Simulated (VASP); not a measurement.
Wanted: the native input for a VASP 6.6.1 run.

```
Task                   : single point
Functional             : r2SCAN
Potentials or basis    : VASP PAW PBE potentials, release 64 (Ti_sv, O)
Cutoff                 : 520 eV
k mesh                 : 8 × 8 × 6
Occupations            : gaussian, width 0.02 eV
Spin                   : no spin polarisation
Dipole correction      : no
Further INCAR settings : ALGO = Normal; EDIFF = 1e-07; NBANDS = 33
```

The system is TiO2.

```xyz
6
Lattice="2.6712 -2.6713 -0.0202 2.6712 2.6713 -0.0202 -2.6353 0.0000 4.8120" Properties=species:S:1:pos:R:3 pbc="T T T"
Ti    2.0123    2.0036    1.1828
Ti    0.6947   -2.0036    3.5889
O    -0.6440   -0.6679    3.1895
O     3.3510    0.6679    1.5823
O     2.0333   -0.6679    3.9883
O     0.6736    0.6679    0.7834
```

One way to write it, as run:

POSCAR

```
TiO2
1.0
    2.6711600402     -2.6712510909     -0.0201684190
    2.6711600402      2.6712510909     -0.0201684190
   -2.6353413730      0.0000000000      4.8120473783
Ti O
2 4
Direct
    0.1249747467      0.8750252533      0.2500000000
    0.8750252533      0.1249747467      0.7500000000
    0.3322819419      0.0822483592      0.6645446501
    0.6677180581      0.9177516408      0.3354553499
    0.9177516408      0.6677180581      0.8354553499
    0.0822483592      0.3322819419      0.1645446501
```

INCAR.step1

```
SYSTEM = TiO2
  PREC = Accurate
  ENCUT = 520
  ISMEAR = 0
  SIGMA = 0.02
  LREAL = .FALSE.
  LASPH = .TRUE.
  NELM = 60
  NBANDS = 33
  GGA = PE
  ALGO = Normal
  EDIFF = 1E-4
  LWAVE = .TRUE.
  LCHARG = .FALSE.
```

INCAR.step2

```
SYSTEM = TiO2
  PREC = Accurate
  ENCUT = 520
  EDIFF = 1E-7
  ISMEAR = 0
  SIGMA = 0.02
  LREAL = .FALSE.
  LASPH = .TRUE.
  NELM = 60
  ALGO = Normal
  ISIF = 2
  LWAVE = .FALSE.
  LCHARG = .FALSE.
  METAGGA = R2SCAN
  LMIXTAU = .TRUE.
  NBANDS = 33
  ISTART = 1
```

KPOINTS

```
regular mesh
0
G
  8 8 6
  0 0 0
```

Potentials or basis: VASP PAW PBE potentials, release 64 (Ti_sv, O).

The run is started by

```console
$ cat potpaw_PBE.64/Ti_sv/POTCAR potpaw_PBE.64/O/POTCAR > POTCAR
$ cp INCAR.step1 INCAR
$ mpirun -np 1 vasp_std > vasp.out
$ cp INCAR.step2 INCAR
$ mpirun -np 1 vasp_std > vasp.out
```

It gave:

```
Pressure               : 1.2 GPa
Largest force          : 0.026 eV/Å
Band gap on the k mesh : 2.59 eV, indirect (least direct gap 2.90 eV)
```

Caveat: the PAW data sets were made with another functional, which shifts forces and pressure a little.

It took 19 min on 1 thread of Oxide Virtual Turin-like Processor, on a shared host, peak memory 0.29 GiB.
